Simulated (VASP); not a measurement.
# SiPdRu5 (F-43m) in VASP: single point with PBE

Aim: the single point of SiPdRu5 with PBE.

Everything below comes from runs of VASP 6.6.1. Logs are shortened: lines on timing, memory, paths and dates and some standing lists are left out, and cuts for length are marked.

## 1. The cell of the first run

It takes space group F-43m (No. 216, cubic). Conventional cell: a = 8.622 Å, b = 8.622 Å, c = 8.622 Å, α = 90.00°, β = 90.00°, γ = 90.00°. Within 4.6 Å of Si (site symmetry -43m) lie 16 Ru at 3.53 to 3.73 Å and 6 Pd at 4.31 Å. Ru (site symmetry 3m) has 1 Pd at 2.28 Å and 3 Ru at 2.37 Å within 3.0 Å. Within 4.8 Å of Ru (site symmetry -43m) lie 12 Ru at 3.67 Å and 4 Si at 3.73 Å and 4 Pd at 3.73 Å. Within 3.0 Å of Pd (site symmetry -43m) lie 4 Ru at 2.28 Å.

The cell was generated, and may not be a known phase.

## 2. Single point, PBE

Input file INCAR:

```
PREC     = Accurate       # precision mode
ENCUT    = 630            # plane-wave cutoff, eV
EDIFF    = 1E-6           # SCF threshold, eV
ISMEAR   = 0              # smearing method
SIGMA    = 0.2            # smearing width, eV
LREAL    = False          # projectors in reciprocal space
LASPH    = True           # aspherical terms in the spheres
NELM     = 120            # most SCF steps
ALGO     = Normal         # electronic algorithm
ISIF     = 2              # what is computed and relaxed
LWAVE    = False          # write WAVECAR
LCHARG   = True           # write CHGCAR
GGA      = PE             # functional
LELF     = True           # ELF
LVHAR    = True         
NBANDS   = 60             # bands
GGA_COMPAT= False
```

Input file KPOINTS:

```
regular mesh
0
Gamma
  4 4 4
```

Input file POSCAR:

```
SiPdRu5
1.0
    0.0000000000      4.3108035695      4.3108035695
    4.3108035695      0.0000000000      4.3108035695
    4.3108035695      4.3108035695      0.0000000000
Si Ru Pd
1 5 1
Direct
    0.7500000000      0.7500000000      0.7500000000
    0.0972318002      0.0972318002      0.0972318002
    0.0972318002      0.0972318002      0.7083045995
    0.0972318002      0.7083045995      0.0972318002
    0.7083045995      0.0972318002      0.0972318002
    0.5000000000      0.5000000000      0.5000000000
    0.2500000000      0.2500000000      0.2500000000
```

Potentials or basis: VASP PAW PBE potentials, release 64 (Si, Ru_sv, Pd_sv_GW).

On the command line:

```console
> cat potpaw_PBE.64/Si/POTCAR potpaw_PBE.64/Ru_sv/POTCAR potpaw_PBE.64/Pd_sv_GW/POTCAR > POTCAR
> mpirun -np 1 vasp_std > vasp.out
```

OUTCAR:

```text
PREC = Accurate
   ENCUT = 630
   EDIFF = 1E-6
   ISMEAR = 0
   LREAL = False
   LASPH = True
   NELM = 120
   ISIF = 2
   GGA = PE

 ion  position               nearest neighbor table
   1  0.750  0.750  0.750-
   2  0.097  0.097  0.097-   7 2.28   4 2.37   5 2.37   3 2.37
   3  0.097  0.097  0.708-   7 2.28   4 2.37   5 2.37   2 2.37
   4  0.097  0.708  0.097-   7 2.28   3 2.37   5 2.37   2 2.37
   5  0.708  0.097  0.097-   7 2.28   3 2.37   4 2.37   2 2.37
   6  0.500  0.500  0.500-
   7  0.250  0.250  0.250-   2 2.28   3 2.28   4 2.28   5 2.28

  LATTYP: Found a face centered cubic cell.
 ALAT       =     8.6216071390

  Lattice vectors:

 A1 = (   0.0000000000,   4.3108035695,   4.3108035695)
 A2 = (   4.3108035695,   0.0000000000,   4.3108035695)
 A3 = (   4.3108035695,   4.3108035695,   0.0000000000)

Analysis of symmetry for initial positions (statically):
=====================================================================
 Subroutine PRICEL returns:
 Original cell was already a primitive cell.

 Routine SETGRP: Setting up the symmetry group for a
 face centered cubic supercell.

 Subroutine GETGRP returns: Found 24 space group operations
 (whereof 24 operations were pure point group operations)
 out of a pool of 48 trial point group operations.

The static configuration has the point symmetry T_d .

Analysis of symmetry for dynamics (positions and initial velocities):
=====================================================================
 Subroutine PRICEL returns:
 Original cell was already a primitive cell.

 Routine SETGRP: Setting up the symmetry group for a
 face centered cubic supercell.

 Subroutine GETGRP returns: Found 24 space group operations
 (whereof 24 operations were pure point group operations)
 out of a pool of 48 trial point group operations.

The dynamic configuration has the point symmetry T_d .

 Subroutine INISYM returns: Found 24 space group operations
 (whereof 24 operations are pure point group operations),
 and found     1 'primitive' translations

----------------------------------------------------------------------------------------

                                     Primitive cell

  volume of cell :     160.2156

  direct lattice vectors                    reciprocal lattice vectors
     0.000000000  4.310803569  4.310803569    -0.115987656  0.115987656  0.115987656
     4.310803569  0.000000000  4.310803569     0.115987656 -0.115987656  0.115987656
     4.310803569  4.310803569  0.000000000     0.115987656  0.115987656 -0.115987656

  length of vectors
     6.096396873  6.096396873  6.096396873     0.200896513  0.200896513  0.200896513

  position of ions in fractional coordinates (direct lattice)
     0.750000000  0.750000000  0.750000000
     0.097231800  0.097231800  0.097231800
     0.097231800  0.097231800  0.708304600
     0.097231800  0.708304600  0.097231800
     0.708304600  0.097231800  0.097231800
     0.500000000  0.500000000  0.500000000
     0.250000000  0.250000000  0.250000000

  ion indices of the primitive-cell ions
   primitive index   ion index
                 1           1
                 2           2
                 3           3
                 4           4
                 5           5
                 6           6
                 7           7

----------------------------------------------------------------------------------------

 KPOINTS: regular mesh

Automatic generation of k-mesh.
 Grid dimensions read from file:
 generate k-points for:    4    4    4

 Generating k-lattice:

  Cartesian coordinates                     Fractional coordinates (reciprocal lattice)
    -0.028996914  0.028996914  0.028996914     0.250000000  0.000000000  0.000000000
     0.028996914 -0.028996914  0.028996914     0.000000000  0.250000000  0.000000000
     0.028996914  0.028996914 -0.028996914     0.000000000  0.000000000  0.250000000

  Length of vectors
     0.050224128  0.050224128  0.050224128

  Shift w.r.t. Gamma in fractional coordinates (k-lattice)
     0.000000000  0.000000000  0.000000000

 Subroutine IBZKPT returns following result:
 ===========================================

 Found      8 irreducible k-points:

 Following reciprocal coordinates:
            Coordinates               Weight
  0.000000  0.000000  0.000000      1.000000
  0.250000  0.000000  0.000000      8.000000
  0.500000  0.000000  0.000000      4.000000
  0.250000  0.250000  0.000000      6.000000
  0.500000  0.250000  0.000000     24.000000
 -0.250000  0.250000  0.000000     12.000000
  0.500000  0.500000  0.000000      3.000000
 -0.250000  0.500000  0.250000      6.000000
   k-points           NKPTS =      8   k-points in BZ     NKDIM =      8   number of bands    NBANDS=     60
   number of dos      NEDOS =    301   number of ions     NIONS =      7
   total plane-waves  NPLWV = 125000
   dimension x,y,z NGX =    50 NGY =   50 NGZ =   50
   dimension x,y,z NGXF=   100 NGYF=  100 NGZF=  100
   ions per type =               1   5   1
   NGX,Y,Z   is equivalent  to a cutoff of  13.63, 13.63, 13.63 a.u.
   NGXF,Y,Z  is equivalent  to a cutoff of  27.27, 27.27, 27.27 a.u.
 SYSTEM =  unknown system
   PREC   = accura    normal or accurate (medium, high low for compatibility)
   ISTART =      0    job   : 0-new  1-cont  2-samecut
   ICHARG =      2    charge: 1-file 2-atom 10-const
   ISPIN  =      1    spin polarized calculation?
   LNONCOLLINEAR =      F non collinear calculations
   LSORBIT =      F    spin-orbit coupling
   LASPH  =      T    aspherical Exc in radial PAW
   ENCUT  =  630.0 eV  46.30 Ry    6.80 a.u.  12.48 12.48 12.48*2*pi/ulx,y,z
   NELM   =    120;   NELMIN=  2; NELMDL= -5     # of ELM steps
   EDIFF  = 0.1E-05   stopping-criterion for ELM
   LREAL  =      F    real-space projection
   EDIFFG = 0.1E-04   stopping-criterion for IOM
   NSW    =      0    number of steps for IOM
   IBRION =     -1    ionic relax: 0-MD 1-quasi-New 2-CG
   NFREE  =      0    steps in history (QN), initial steepest desc. (CG)
   ISIF   =      2    stress and relaxation
   ISYM   =      2    0-nonsym 1-usesym 2-fastsym
   POTIM  = 0.5000    time-step for ionic-motion
   TEBEG  =    0.0;   TEEND  =   0.0 temperature during run
   PSTRESS=    0.0 pullay stress
   NELECT =     102.0000    total number of electrons
   NUPDOWN=      -1.0000    fix difference up-down
   EMIN   =  10.00;   EMAX   =-10.00  energy-range for DOS
   EFERMI =   0.00;   METHOD = LEGACY
   ISMEAR =     0;   SIGMA  =   0.20  broadening in eV -4-tet -1-fermi 0-gaus
   EFERMI_NEDOS =   21; number of points for ismear=-14 and -15
   IALGO  =     38    algorithm
   IMIX   =      4    mixing-type and parameters
     AMIX     =   0.40;   BMIX     =  1.00
     AMIX_MAG =   1.60;   BMIX_MAG =  1.00
  volume/ion in A,a.u.               =      22.89       154.46
  Fermi-wavevector in a.u.,A,eV,Ry     =   1.408337  2.661371 26.985982  1.983414
  Thomas-Fermi vector in A             =   2.530505
   LORBIT       =      0    0 simple, 1 ext, 2 COOP (PROOUT), +10 PAW based schemes
   GGA     = PE    functional components
   LHFCALC =     F    Hartree Fock is set to
   AEXX    =    0.0000 exact exchange contribution
   IVDW    =     0    specifies the selected vdW correction
   LEPSILON=     F    determine dielectric tensor
   LRPA    =     F    only Hartree local field effects (RPA)
 non-spin polarized calculation
 Gauss-broadening in eV      SIGMA  =   0.20
  energy-cutoff  :      630.00
  volume of cell :      160.22
 maximum number of plane-waves:      5780
 NGX is ok and might be reduce to    50
   NGX = 25   NGY = 25   NGZ = 25

 number of electron     102.0000000 magnetization

 Free energy of the ion-electron system (eV)
  ---------------------------------------------------
  ext. energy  EPLUGINS =         0.00000000
  ---------------------------------------------------
  free energy    TOTEN  =       -39.19101441 eV

  energy without entropy =      -38.81812788  energy(sigma->0) =      -39.00457115

 E-fermi :   6.4647     XC(G=0): -10.5956

 val. band max:        6.4581022101   @ k =   0.5000   0.2500   0.0000
 cond. band min:       6.4815518743   @ k =   0.2500   0.2500   0.0000
 fundamental gap:      0.0234496643
 Fermi energy:         6.4647017927

 k-point     1 :       0.0000    0.0000    0.0000
  band No.  band energies     occupation
      1     -79.4614      2.00000
      2     -66.5269      2.00000
      3     -66.2776      2.00000
      4     -66.2776      2.00000
      5     -66.2776      2.00000
      6     -65.3890      2.00000
[... 52 lines left out ...]
     59       7.8297      0.00000
     60       7.9219      0.00000

 k-point     2 :       0.2500    0.0000    0.0000
  band No.  band energies     occupation
      1     -79.4614      2.00000
      2     -66.5278      2.00000
      3     -66.2776      2.00000
      4     -66.2776      2.00000
      5     -66.2767      2.00000
      6     -65.3890      2.00000
[... 52 lines left out ...]
     59       7.8232      0.00000
     60       7.9601      0.00000

 k-point     3 :       0.5000    0.0000    0.0000
  band No.  band energies     occupation
      1     -79.4614      2.00000
      2     -66.5286      2.00000
      3     -66.2776      2.00000
      4     -66.2776      2.00000
      5     -66.2758      2.00000
      6     -65.3890      2.00000
[... 52 lines left out ...]
     59       7.6189      0.00000
     60       8.1631      0.00000

 k-point     4 :       0.2500    0.2500    0.0000
  band No.  band energies     occupation
      1     -79.4614      2.00000
      2     -66.5281      2.00000
      3     -66.2776      2.00000
      4     -66.2776      2.00000
      5     -66.2764      2.00000
      6     -65.3890      2.00000
[... 52 lines left out ...]
     59       7.9512      0.00000
     60       7.9514      0.00000

 k-point     5 :       0.5000    0.2500    0.0000
  band No.  band energies     occupation
      1     -79.4614      2.00000
      2     -66.5289      2.00000
      3     -66.2776      2.00000
      4     -66.2776      2.00000
      5     -66.2755      2.00000
      6     -65.3890      2.00000
[... 52 lines left out ...]
     59       8.0579      0.00000
     60       8.5440      0.00000

 k-point     6 :      -0.2500    0.2500    0.0000
  band No.  band energies     occupation
      1     -79.4614      2.00000
      2     -66.5286      2.00000
      3     -66.2776      2.00000
      4     -66.2776      2.00000
      5     -66.2758      2.00000
      6     -65.3890      2.00000
[... 52 lines left out ...]
     59       8.0112      0.00000
     60       8.0557      0.00000

 k-point     7 :       0.5000    0.5000    0.0000
  band No.  band energies     occupation
      1     -79.4614      2.00000
      2     -66.5292      2.00000
      3     -66.2776      2.00000
      4     -66.2776      2.00000
      5     -66.2752      2.00000
      6     -65.3890      2.00000
[... 52 lines left out ...]
     59       8.1352      0.00000
     60       8.1352      0.00000

 k-point     8 :      -0.2500    0.5000    0.2500
  band No.  band energies     occupation
      1     -79.4614      2.00000
      2     -66.5292      2.00000
      3     -66.2776      2.00000
      4     -66.2776      2.00000
      5     -66.2752      2.00000
      6     -65.3890      2.00000
[... 52 lines left out ...]
     59       8.6037      0.00000
     60       8.8107      0.00000

------------------------ aborting loop because EDIFF is reached ----------------------------------------

  FORCE on cell =-STRESS in cart. coord.  units (eV):
  Direction    XX          YY          ZZ          XY          YZ          ZX
  --------------------------------------------------------------------------------------
  -------------------------------------------------------------------------------------
  Total       -0.1716723     -0.1716723     -0.1716723      0.0000000     -0.0000000     -0.0000000
  in kB       -1.7167459     -1.7167459     -1.7167459      0.0000000     -0.0000000     -0.0000000
  external PRESSURE =      -1.7167459 kB  Pullay stress =       0.0000000 kB

 VOLUME and BASIS-vectors are now :
 -----------------------------------------------------------------------------
  energy-cutoff  :      630.00
  volume of cell :      160.22
      direct lattice vectors                 reciprocal lattice vectors
     0.000000000  4.310803569  4.310803569    -0.115987656  0.115987656  0.115987656
     4.310803569  0.000000000  4.310803569     0.115987656 -0.115987656  0.115987656
     4.310803569  4.310803569  0.000000000     0.115987656  0.115987656 -0.115987656

 POSITION                                       TOTAL-FORCE (eV/Angst)
 -----------------------------------------------------------------------------------
      6.46621      6.46621      6.46621         0.000000      0.000000      0.000000
      0.83829      0.83829      0.83829        -0.025434     -0.025434     -0.025434
      3.47251      3.47251      0.83829         0.025434      0.025434     -0.025434
      3.47251      0.83829      3.47251         0.025434     -0.025434      0.025434
      0.83829      3.47251      3.47251        -0.025434      0.025434      0.025434
      4.31080      4.31080      4.31080         0.000000      0.000000      0.000000
      2.15540      2.15540      2.15540         0.000000      0.000000      0.000000
 -----------------------------------------------------------------------------------
    total drift:                               -0.000002     -0.000002     -0.000002

  FREE ENERGIE OF THE ION-ELECTRON SYSTEM (eV)
  ---------------------------------------------------
  free  energy   TOTEN  =       -39.1910144094 eV

  energy  without entropy=      -38.8181278826  energy(sigma->0) =      -39.00457115
```

Run time: 1.9 min. Hardware: 1 thread of Intel Xeon 6975P-C (Granite Rapids), shared host; peak memory 0.39 GiB.

What came out:

* Free energy: -39.1910 eV
* Pressure: -0.2 GPa
* Largest force: 0.044 eV/Å
* Band gap on the k mesh: zero (bands 51 and 52 overlap by 0.20 eV)

Forces on the atoms (eV/Å):
```
Si   0.000  0.000  0.000
Ru  -0.025 -0.025 -0.025
Ru   0.025  0.025 -0.025
Ru   0.025 -0.025  0.025
Ru  -0.025  0.025  0.025
Ru   0.000  0.000  0.000
Pd   0.000  0.000  0.000
```

Levels at points of the mesh, in eV from the Fermi level:
```
           k point  band 47  band 48  band 49  band 50  band 51  band 52  band 53  band 54  band 55  band 56
(0.00, 0.00, 0.00)    -0.23    -0.23    -0.22    -0.22    -0.22     0.40     0.40     1.08     1.08     1.08
(0.50, 0.00, 0.00)    -0.47    -0.47    -0.44    -0.25    -0.18    -0.18     0.39     0.39     0.80     0.80
(0.50, 0.50, 0.00)    -1.03    -0.78    -0.22    -0.13    -0.13     0.04     0.10     0.18     0.18     0.29
```

The gap in the log of VASP goes by the Fermi energy; the results here count the filled bands.